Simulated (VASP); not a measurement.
The system is W.

```xyz
1
Lattice="-1.5500 1.5500 1.5500 1.5500 -1.5500 1.5500 1.5500 1.5500 -1.5500" Properties=species:S:1:pos:R:3 pbc="T T T"
W     0.0000    0.0000    0.0000
```

This cell differs from its parent crystal: volume scaled by 0.94.

Base run:

* Program: VASP 6.6.1
* Functional: PBEsol
* Potentials or basis: VASP PAW PBE potentials, release 64 (W_sv)
* Cutoff: 520 eV
* k mesh: 12 × 12 × 12
* Occupations: fermi-dirac, width 0.05 eV
* Spin: no spin polarisation

Its results: band gap on the k mesh zero (band 7 reaches 17.85 eV, above the bottom of band 8 at 10.86 eV); pressure 19.3 GPa.

Task: The run is repeated on the same cell with these changes: dispersion from none to D3(BJ). What comes out?

Result: Band gap on the k mesh zero (band 7 reaches 17.85 eV, above the bottom of band 8 at 10.86 eV); pressure 10.7 GPa.

Dispersion adds attraction, which lowers the pressure at fixed volume and, as a term added to the energy, leaves the levels alone.

Caveats: the PAW data sets were made with another functional, which shifts forces and pressure a little; spin-orbit coupling is left out, which moves the levels of the heavy elements; pairwise dispersion overbinds metals, which lowers pressure and volume (some runs).
